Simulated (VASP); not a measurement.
# PbF2 (Fm-3m) in VASP: a series of runs

The runs below take PbF2 through single point, relaxation of cell and atoms, with PBEsol.

All numbers are computed with VASP 6.6.1; they aren't measurements. Logs are shortened: lines on timing, memory, paths and dates and some standing lists are left out, and cuts for length are marked.

## (1) The cell of the first run

Symmetry: Fm-3m, No. 225, cubic system. Conventional cell: a = 5.850 Å, b = 5.850 Å, c = 5.850 Å, α = 90.00°, β = 90.00°, γ = 90.00°. Within 3.3 Å of Pb (site symmetry m-3m) lie 8 F at 2.53 Å. Within 3.3 Å of F (site symmetry -43m) lie 4 Pb at 2.53 Å and 6 F at 2.93 Å.

## (2) Single point, PBEsol

The input, INCAR:

```
SYSTEM = PbF2
PREC     = Accurate       ! precision mode
ENCUT    = 600            ! plane-wave cutoff, eV
EDIFF    = 1E-6           ! SCF threshold, eV
ISMEAR   = -1             ! smearing method
SIGMA    = 0.05           ! smearing width, eV
LREAL    = .False.        ! projectors in reciprocal space
LASPH    = .True.         ! aspherical terms in the spheres
NELM     = 120            ! most SCF steps
ALGO     = Normal         ! electronic algorithm
ISIF     = 2              ! what is computed and relaxed
LWAVE    = .False.        ! write WAVECAR
LCHARG   = .False.        ! write CHGCAR
GGA      = PS             ! functional
NBANDS   = 21             ! bands
GGA_COMPAT= .False.
```

The input, KPOINTS:

```
Automatic mesh
0
Gamma
  8 8 8
  0 0 0
```

The input, POSCAR:

```
PbF2
1.0
    0.0000000000      2.9252409656      2.9252409656
    2.9252409656      0.0000000000      2.9252409656
    2.9252409656      2.9252409656      0.0000000000
Pb F
1 2
Direct
    0.0000000000      0.0000000000      0.0000000000
    0.7500000000      0.7500000000      0.7500000000
    0.2500000000      0.2500000000      0.2500000000
```

Potentials or basis: VASP PAW PBE potentials, release 64 (Pb_d, F).

Command:

```console
$ cat potpaw_PBE.64/Pb_d/POTCAR potpaw_PBE.64/F/POTCAR > POTCAR
$ mpirun -np 1 vasp_std > vasp.out
```

OUTCAR:

```text
SYSTEM = PbF2
   PREC = Accurate
   ENCUT = 600
   EDIFF = 1E-6
   ISMEAR = -1
   LREAL = .False.
   LASPH = .True.
   NELM = 120
   ISIF = 2
   GGA = PS

 ion  position               nearest neighbor table
   1  0.000  0.000  0.000-   2 2.53   2 2.53   2 2.53   2 2.53   3 2.53   3 2.53   3 2.53   3 2.53

   2  0.750  0.750  0.750-   1 2.53   1 2.53   1 2.53   1 2.53
   3  0.250  0.250  0.250-   1 2.53   1 2.53   1 2.53   1 2.53

  LATTYP: Found a face centered cubic cell.
 ALAT       =     5.8504819312

  Lattice vectors:

 A1 = (   0.0000000000,   2.9252409656,   2.9252409656)
 A2 = (   2.9252409656,   0.0000000000,   2.9252409656)
 A3 = (   2.9252409656,   2.9252409656,   0.0000000000)

Analysis of symmetry for initial positions (statically):
=====================================================================
 Subroutine PRICEL returns:
 Original cell was already a primitive cell.

 Routine SETGRP: Setting up the symmetry group for a
 face centered cubic supercell.

 Subroutine GETGRP returns: Found 48 space group operations
 (whereof 48 operations were pure point group operations)
 out of a pool of 48 trial point group operations.

The static configuration has the point symmetry O_h .

Analysis of symmetry for dynamics (positions and initial velocities):
=====================================================================
 Subroutine PRICEL returns:
 Original cell was already a primitive cell.

 Routine SETGRP: Setting up the symmetry group for a
 face centered cubic supercell.

 Subroutine GETGRP returns: Found 48 space group operations
 (whereof 48 operations were pure point group operations)
 out of a pool of 48 trial point group operations.

The dynamic configuration has the point symmetry O_h .

 Subroutine INISYM returns: Found 48 space group operations
 (whereof 48 operations are pure point group operations),
 and found     1 'primitive' translations

----------------------------------------------------------------------------------------

                                     Primitive cell

  volume of cell :      50.0628

  direct lattice vectors                    reciprocal lattice vectors
     0.000000000  2.925240966  2.925240966    -0.170926090  0.170926090  0.170926090
     2.925240966  0.000000000  2.925240966     0.170926090 -0.170926090  0.170926090
     2.925240966  2.925240966  0.000000000     0.170926090  0.170926090 -0.170926090

  length of vectors
     4.136915447  4.136915447  4.136915447     0.296052672  0.296052672  0.296052672

  position of ions in fractional coordinates (direct lattice)
     0.000000000  0.000000000  0.000000000
     0.750000000  0.750000000  0.750000000
     0.250000000  0.250000000  0.250000000

  ion indices of the primitive-cell ions
   primitive index   ion index
                 1           1
                 2           2
                 3           3

----------------------------------------------------------------------------------------

 KPOINTS: Automatic mesh

Automatic generation of k-mesh.
 Grid dimensions read from file:
 generate k-points for:    8    8    8

 Generating k-lattice:

  Cartesian coordinates                     Fractional coordinates (reciprocal lattice)
    -0.021365761  0.021365761  0.021365761     0.125000000  0.000000000  0.000000000
     0.021365761 -0.021365761  0.021365761     0.000000000  0.125000000  0.000000000
     0.021365761  0.021365761 -0.021365761     0.000000000  0.000000000  0.125000000

  Length of vectors
     0.037006584  0.037006584  0.037006584

  Shift w.r.t. Gamma in fractional coordinates (k-lattice)
     0.000000000  0.000000000  0.000000000

 Subroutine IBZKPT returns following result:
 ===========================================

 Found     29 irreducible k-points:

 Following reciprocal coordinates:
            Coordinates               Weight
  0.000000  0.000000  0.000000      1.000000
  0.125000  0.000000  0.000000      8.000000
  0.250000  0.000000  0.000000      8.000000
  0.375000  0.000000  0.000000      8.000000
  0.500000  0.000000  0.000000      4.000000
  0.125000  0.125000  0.000000      6.000000
[... 16 lines left out ...]
  0.500000  0.250000  0.125000     48.000000
 -0.375000  0.250000  0.125000     24.000000
 [... further k-points ...]
   k-points           NKPTS =     29   k-points in BZ     NKDIM =     29   number of bands    NBANDS=     21
   number of dos      NEDOS =    301   number of ions     NIONS =      3
   total plane-waves  NPLWV =  46656
   dimension x,y,z NGX =    36 NGY =   36 NGZ =   36
   dimension x,y,z NGXF=    72 NGYF=   72 NGZF=   72
   ions per type =               1   2
   NGX,Y,Z   is equivalent  to a cutoff of  14.47, 14.47, 14.47 a.u.
   NGXF,Y,Z  is equivalent  to a cutoff of  28.93, 28.93, 28.93 a.u.
 SYSTEM =  PbF2
   PREC   = accura    normal or accurate (medium, high low for compatibility)
   ISTART =      0    job   : 0-new  1-cont  2-samecut
   ICHARG =      2    charge: 1-file 2-atom 10-const
   ISPIN  =      1    spin polarized calculation?
   LNONCOLLINEAR =      F non collinear calculations
   LSORBIT =      F    spin-orbit coupling
   LASPH  =      T    aspherical Exc in radial PAW
   ENCUT  =  600.0 eV  44.10 Ry    6.64 a.u.   8.26  8.26  8.26*2*pi/ulx,y,z
   NELM   =    120;   NELMIN=  2; NELMDL= -5     # of ELM steps
   EDIFF  = 0.1E-05   stopping-criterion for ELM
   LREAL  =      F    real-space projection
   EDIFFG = 0.1E-04   stopping-criterion for IOM
   NSW    =      0    number of steps for IOM
   IBRION =     -1    ionic relax: 0-MD 1-quasi-New 2-CG
   NFREE  =      0    steps in history (QN), initial steepest desc. (CG)
   ISIF   =      2    stress and relaxation
   ISYM   =      2    0-nonsym 1-usesym 2-fastsym
   POTIM  = 0.5000    time-step for ionic-motion
   TEBEG  =    0.0;   TEEND  =   0.0 temperature during run
   PSTRESS=    0.0 pullay stress
   NELECT =      28.0000    total number of electrons
   NUPDOWN=      -1.0000    fix difference up-down
   EMIN   =  10.00;   EMAX   =-10.00  energy-range for DOS
   EFERMI =   0.00;   METHOD = LEGACY
   ISMEAR =    -1;   SIGMA  =   0.05  broadening in eV -4-tet -1-fermi 0-gaus
   EFERMI_NEDOS =   21; number of points for ismear=-14 and -15
   IALGO  =     38    algorithm
   IMIX   =      4    mixing-type and parameters
     AMIX     =   0.40;   BMIX     =  1.00
     AMIX_MAG =   1.60;   BMIX_MAG =  1.00
  volume/ion in A,a.u.               =      16.69       112.61
  Fermi-wavevector in a.u.,A,eV,Ry     =   1.348826  2.548911 24.753501  1.819331
  Thomas-Fermi vector in A             =   2.476463
   LORBIT       =      0    0 simple, 1 ext, 2 COOP (PROOUT), +10 PAW based schemes
   GGA     = PS    functional components
   LHFCALC =     F    Hartree Fock is set to
   AEXX    =    0.0000 exact exchange contribution
   IVDW    =     0    specifies the selected vdW correction
   LEPSILON=     F    determine dielectric tensor
   LRPA    =     F    only Hartree local field effects (RPA)
 non-spin polarized calculation
  energy-cutoff  :      600.00
  volume of cell :       50.06
 maximum number of plane-waves:      1700
 NGX is ok and might be reduce to    36
   NGX = 17   NGY = 17   NGZ = 17

 number of electron      28.0000008 magnetization

 Free energy of the ion-electron system (eV)
  ---------------------------------------------------
  ext. energy  EPLUGINS =         0.00000000
  ---------------------------------------------------
  free energy    TOTEN  =       -14.93166703 eV

  energy without entropy =      -14.93166703  energy(sigma->0) =      -14.93166703

 E-fermi :   3.3774     XC(G=0):  -9.8629

 val. band max:        2.2311216925   @ k =  -0.2500   0.5000   0.2500
 cond. band min:       6.5227930309   @ k =   0.5000   0.5000   0.0000
 fundamental gap:      4.2916713384
 Fermi energy:         3.3774024804

 k-point     1 :       0.0000    0.0000    0.0000
  band No.  band energies     occupation
      1     -19.0803      2.00000
      2     -18.3659      2.00000
      3     -12.1914      2.00000
      4     -12.1914      2.00000
      5     -12.1914      2.00000
      6     -12.1081      2.00000
[... 13 lines left out ...]
     20      17.2811      0.00000
     21      19.8402      0.00000

 k-point     2 :       0.1250    0.0000    0.0000
  band No.  band energies     occupation
      1     -19.0457      2.00000
      2     -18.3977      2.00000
      3     -12.1836      2.00000
      4     -12.1836      2.00000
      5     -12.1522      2.00000
      6     -12.1082      2.00000
[... 13 lines left out ...]
     20      16.8666      0.00000
     21      19.1972      0.00000

 k-point     3 :       0.2500    0.0000    0.0000
  band No.  band energies     occupation
      1     -18.9546      2.00000
      2     -18.4796      2.00000
      3     -12.1702      2.00000
      4     -12.1702      2.00000
      5     -12.1028      2.00000
      6     -12.1028      2.00000
[... 13 lines left out ...]
     20      16.3017      0.00000
     21      17.9532      0.00000

 k-point     4 :       0.3750    0.0000    0.0000
  band No.  band energies     occupation
      1     -18.8379      2.00000
      2     -18.5838      2.00000
      3     -12.1659      2.00000
      4     -12.1659      2.00000
      5     -12.0879      2.00000
      6     -12.0879      2.00000
[... 13 lines left out ...]
     20      15.9863      0.00000
     21      16.9473      0.00000

 k-point     5 :       0.5000    0.0000    0.0000
  band No.  band energies     occupation
      1     -18.7512      2.00000
      2     -18.6643      2.00000
      3     -12.1662      2.00000
      4     -12.1662      2.00000
      5     -12.0795      2.00000
      6     -12.0795      2.00000
[... 13 lines left out ...]
     20      15.8997      0.00000
     21      16.5763      0.00000
[... 382 lines left out ...]
     20      18.7154      0.00000
     21      19.5126      0.00000

 k-point    22 :       0.3750    0.2500    0.1250
  band No.  band energies     occupation
      1     -18.8900      2.00000
      2     -18.5336      2.00000
      3     -12.1427      2.00000
      4     -12.1410      2.00000
      5     -12.1176      2.00000
      6     -12.0843      2.00000
[... 13 lines left out ...]
     20      17.6557      0.00000
     21      18.4561      0.00000

 k-point    23 :       0.5000    0.2500    0.1250
  band No.  band energies     occupation
      1     -18.7968      2.00000
      2     -18.6136      2.00000
      3     -12.1375      2.00000
      4     -12.1328      2.00000
      5     -12.0995      2.00000
      6     -12.0625      2.00000
[... 13 lines left out ...]
     20      18.2182      0.00000
     21      18.6944      0.00000

 k-point    24 :      -0.3750    0.2500    0.1250
  band No.  band energies     occupation
      1     -18.7239      2.00000
      2     -18.6804      2.00000
      3     -12.1372      2.00000
      4     -12.1332      2.00000
      5     -12.0852      2.00000
      6     -12.0534      2.00000
[... 13 lines left out ...]
     20      18.4573      0.00000
     21      18.7985      0.00000

 [... further k-points ...]

------------------------ aborting loop because EDIFF is reached ----------------------------------------

  FORCE on cell =-STRESS in cart. coord.  units (eV):
  Direction    XX          YY          ZZ          XY          YZ          ZX
  --------------------------------------------------------------------------------------
  -------------------------------------------------------------------------------------
  Total        0.5514259      0.5514259      0.5514259      0.0000000      0.0000000     -0.0000000
  in kB       17.6474848     17.6474848     17.6474848      0.0000000      0.0000000     -0.0000000
  external PRESSURE =      17.6474848 kB  Pullay stress =       0.0000000 kB

 VOLUME and BASIS-vectors are now :
 -----------------------------------------------------------------------------
  energy-cutoff  :      600.00
  volume of cell :       50.06
      direct lattice vectors                 reciprocal lattice vectors
     0.000000000  2.925240966  2.925240966    -0.170926090  0.170926090  0.170926090
     2.925240966  0.000000000  2.925240966     0.170926090 -0.170926090  0.170926090
     2.925240966  2.925240966  0.000000000     0.170926090  0.170926090 -0.170926090

 POSITION                                       TOTAL-FORCE (eV/Angst)
 -----------------------------------------------------------------------------------
      0.00000      0.00000      0.00000        -0.000000      0.000000      0.000000
      4.38786      4.38786      4.38786         0.000000     -0.000000      0.000000
      1.46262      1.46262      1.46262        -0.000000      0.000000     -0.000000
 -----------------------------------------------------------------------------------
    total drift:                                0.000000      0.000000      0.000000

  FREE ENERGIE OF THE ION-ELECTRON SYSTEM (eV)
  ---------------------------------------------------
  free  energy   TOTEN  =       -14.9316670327 eV

  energy  without entropy=      -14.9316670326  energy(sigma->0) =      -14.93166703
```

It took 80 s on 1 thread of Intel Xeon 8259CL, shared host; peak memory 0.21 GiB.

What came out:

```
Free energy            : -14.9317 eV
Pressure               : 1.8 GPa
Band gap on the k mesh : 4.29 eV (least direct gap 4.45 eV)
```

Levels at points of the mesh, in eV from the valence-band top:
```tsv
k point	band 12	band 13	band 14	band 15	band 16	band 17
(0.00, 0.00, 0.00)	-2.23	-2.23	-2.23	6.70	6.70	6.70
(0.50, 0.00, 0.00)	-2.40	-2.40	-0.05	4.92	7.70	7.70
(0.50, 0.50, 0.00)	-1.77	-1.77	-0.16	4.29	7.96	7.96
```

Caveat: the PAW data sets were made with another functional, which shifts forces and pressure a little; spin-orbit coupling is left out, which moves the levels of the heavy elements.

## (3) Relaxation of cell and atoms, PBEsol, target pressure 2 GPa, at which the enthalpy is minimised

This run uses another cell than the first one, of 17.35 Å³/atom.

The input, INCAR:

```
SYSTEM = PbF2
PREC     = Accurate       ! precision mode
ENCUT    = 600            ! plane-wave cutoff, eV
EDIFF    = 1E-7           ! SCF threshold, eV
ISMEAR   = -1             ! smearing method
SIGMA    = 0.05           ! smearing width, eV
LREAL    = .FALSE.        ! projectors in reciprocal space
LASPH    = .TRUE.         ! aspherical terms in the spheres
NELM     = 120            ! most SCF steps
ALGO     = Normal         ! electronic algorithm
ISIF     = 3              ! what is computed and relaxed
LWAVE    = .FALSE.        ! write WAVECAR
LCHARG   = .FALSE.        ! write CHGCAR
GGA      = PS             ! functional
IBRION   = 2              ! ionic algorithm
NSW      = 60             ! ionic steps
EDIFFG   = -0.01          ! ionic threshold
PSTRESS  = 20.0         
GGA_COMPAT= .FALSE.      
NELMIN   = 4
```

The input, KPOINTS:

```
regular mesh
0
G
  8 8 8
  0 0 0
```

The input, POSCAR:

```
PbF2
1.0
    0.0000000000      2.9636600000      2.9636600000
    2.9636600000      0.0000000000      2.9636600000
    2.9636600000      2.9636600000      0.0000000000
Pb F
1 2
Direct
    0.0000000000      0.0000000000      0.0000000000
    0.7500000000      0.7500000000      0.7500000000
    0.2500000000      0.2500000000      0.2500000000
```

Potentials or basis: VASP PAW PBE potentials, release 64 (Pb_d, F).

Command:

```console
$ cat potpaw_PBE.64/Pb_d/POTCAR potpaw_PBE.64/F/POTCAR > POTCAR
$ mpirun -np 1 vasp_std > vasp.out
```

Wall time 2.8 min (1 thread of Intel Xeon 8259CL, shared host); peak memory 0.22 GiB.

Results (log left out):

```yaml
Free_energy: -14.9340 eV
Relaxed_volume: 16.64 Å³/atom
Relaxed_cell: a = 4.133 Å, b = 4.133 Å, c = 4.133 Å, α = 60.00°, β = 60.00°, γ = 60.00°
Space_group_after_relaxing_to_0.1_Å: Fm-3m (No. 225)
Energy_change_on_relaxing_the_run_minimises_the_enthalpy: +1.3 meV/atom
Ionic_steps: 3
Pressure_after_relaxing: 2.0 GPa
Band_gap_on_the_k_mesh: 4.29 eV (least direct gap 4.45 eV)
```

Step by step:
```tsv
step	energy change (eV)	largest force (eV/Å)	pressure (GPa)	volume (Å³)
1	0.0000	0.0000	-1.30	52.06
2	0.0113	0.0000	2.88	49.41
3	0.0038	0.0000	2.00	49.91
```

Final structure:
```
Pb F
1.0
     0.00000    2.92221    2.92221
     2.92221    0.00000    2.92221
     2.92221    2.92221    0.00000
Pb F
1 2
Direct
  0.00000 0.00000 0.00000
  0.75000 0.75000 0.75000
  0.25000 0.25000 0.25000
```

Levels at points of the mesh, in eV from the valence-band top:
```tsv
k point	band 11	band 12	band 13	band 14	band 15	band 16	band 17	band 18
(0.00, 0.00, 0.00)	-2.76	-2.25	-2.25	-2.25	6.70	6.70	6.70	10.60
(0.50, 0.00, 0.00)	-3.01	-2.42	-2.42	-0.05	4.92	7.71	7.71	13.13
(0.50, 0.50, 0.00)	-1.80	-1.79	-1.79	-0.16	4.29	7.97	7.97	8.71
```

Caveat: the cell is relaxed towards a set pressure, so the run minimises the enthalpy, not the energy; the PAW data sets were made with another functional, which shifts forces and pressure a little; spin-orbit coupling is left out, which moves the levels of the heavy elements. A k mesh can miss the band edges.
